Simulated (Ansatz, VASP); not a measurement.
# Al7As8: VASP beside Ansatz

File INCAR:

```
SYSTEM = Al7As8
ALGO     = Normal         ! electronic algorithm
EDIFF    = 1E-7           ! SCF threshold, eV
EDIFFG   = -0.025         ! ionic threshold
ENCUT    = 450            ! plane-wave cutoff, eV
GGA      = PE             ! functional
GGA_COMPAT= .FALSE.      
IBRION   = 2              ! ionic algorithm
ISIF     = 2              ! what is computed and relaxed
ISMEAR   = 0              ! smearing method
ISPIN    = 2              ! spin polarisation
KPAR     = 4            
LASPH    = .TRUE.         ! aspherical terms in the spheres
LCHARG   = .FALSE.        ! write CHGCAR
LORBIT   = 11             ! projections on sites
LREAL    = .FALSE.        ! projectors in reciprocal space
LWAVE    = .FALSE.        ! write WAVECAR
MAGMOM   = 0 0 0 0 0 0 0 0.25 0 0 0 0.25 0.25 0.25 0 ! initial moments
NELM     = 200            ! most SCF steps
NELMIN   = 4            
NSW      = 65             ! ionic steps
PREC     = Accurate       ! precision mode
SIGMA    = 0.01           ! smearing width, eV
```

The input KPOINTS:

```
k-points
0
G
  3 3 3
  0 0 0
```

The input POSCAR:

```
Al7As8
1.0
    0.0000000000      5.7279123196     -5.7279123196
    5.7279123196      5.7279123196      0.0000000000
    5.7279123196      0.0000000000     -5.7279123196
Al As
7 8
Direct
    0.0000000000      0.5000000000      0.5000000000
    0.5000000000      0.0000000000      0.5000000000
    0.5000000000      0.5000000000      0.5000000000
    0.0000000000      0.0000000000      1.0000000000
    0.0000000000      0.5000000000      1.0000000000
    0.5000000000      0.0000000000      1.0000000000
    0.5000000000      0.5000000000      1.0000000000
    0.1250000000      0.1250000000      0.1250000000
    0.1250000000      0.6250000000      0.1250000000
    0.6250000000      0.1250000000      0.1250000000
    0.6250000000      0.6250000000      0.1250000000
    0.1250000000      0.1250000000      0.6250000000
    0.1250000000      0.6250000000      0.6250000000
    0.6250000000      0.1250000000      0.6250000000
    0.6250000000      0.6250000000      0.6250000000
```

Input for Ansatz:

```yaml
crystal:
  lattice:
    - [0.0, 5.7279123196, -5.7279123196]
    - [5.7279123196, 5.7279123196, 0.0]
    - [5.7279123196, 0.0, -5.7279123196]
  atoms:
    - { symbol: Al, position: [0.0, 0.5, 0.5] }
    - { symbol: Al, position: [0.5, 0.0, 0.5] }
    - { symbol: Al, position: [0.5, 0.5, 0.5] }
    - { symbol: Al, position: [0.0, 0.0, 1.0] }
    - { symbol: Al, position: [0.0, 0.5, 1.0] }
    - { symbol: Al, position: [0.5, 0.0, 1.0] }
    - { symbol: Al, position: [0.5, 0.5, 1.0] }
    - { symbol: As, position: [0.125, 0.125, 0.125], spin: 0.25 }
    - { symbol: As, position: [0.125, 0.625, 0.125] }
    - { symbol: As, position: [0.625, 0.125, 0.125] }
    - { symbol: As, position: [0.625, 0.625, 0.125] }
    - { symbol: As, position: [0.125, 0.125, 0.625], spin: 0.25 }
    - { symbol: As, position: [0.125, 0.625, 0.625], spin: 0.25 }
    - { symbol: As, position: [0.625, 0.125, 0.625], spin: 0.25 }
    - { symbol: As, position: [0.625, 0.625, 0.625] }
  host:
    lattice:
      - [0.0, 2.8639561598, 2.8639561598]
      - [2.8639561598, 0.0, 2.8639561598]
      - [2.8639561598, 2.8639561598, 0.0]
    atoms:
      - { symbol: Al, position: [0.0, 0.0, 0.0] }
      - { symbol: As, position: [0.75, 0.75, 0.75] }
basis:
  ecutwfc: 420
  xc_grid: 2
kpoints:
  mp_grid: { grid: [3, 3, 3], shift: [0.0, 0.0, 0.0] }
hamiltonian:
  xc: pbe
scf:
  occupations: { method: gaussian, width: 0.01 }
output:
  forces: true
  stress: false
  eigenvalues: true
  populations: true
  charged_corrections:
    defect_position: [0.0, 0.0, 0.5]
    epsilon: [[11.5641, 0.0, 0.0], [0.0, 11.5641, 0.0], [0.0, 0.0, 11.5641]]
  write_density: true
  write_potential: true
  elf: true
  volumetric_format: npy
magnetization:
  spin_polarized: true
relax:
  adjacent_minimum: "off"
  f_tol: 0.025
  max_steps: 45
```

Change from the starting cell: Al vacancy (site a), charge +0, atoms relaxed at the host's cell.

Alike in both runs: task relaxation of the atoms; functional PBE; k mesh 3 × 3 × 3; occupations gaussian, width 0.01 eV; collinear spin.

```csv
,VASP,Ansatz
version,VASP 6.6.1,Ansatz 0.2.0
potentials or method,"VASP PAW PBE potentials, release 64 (Al, As), cutoff 450 eV","scalar-relativistic, plane waves, PAW"
valence electrons in the cell,61,141
```

```tsv
	VASP	Ansatz	Ansatz less VASP
gap on the k mesh at the Fermi level, each at its own relaxed structure (eV)	none	none	-
net moment per atom (μB)	0.01	0.01	0.000
```

A gap of «none» marks a metal or a gap that the smearing closes. VASP's potentials hold 61 valence electrons a cell and Ansatz's 141, so a difference there can come from the potentials and not from the codes.
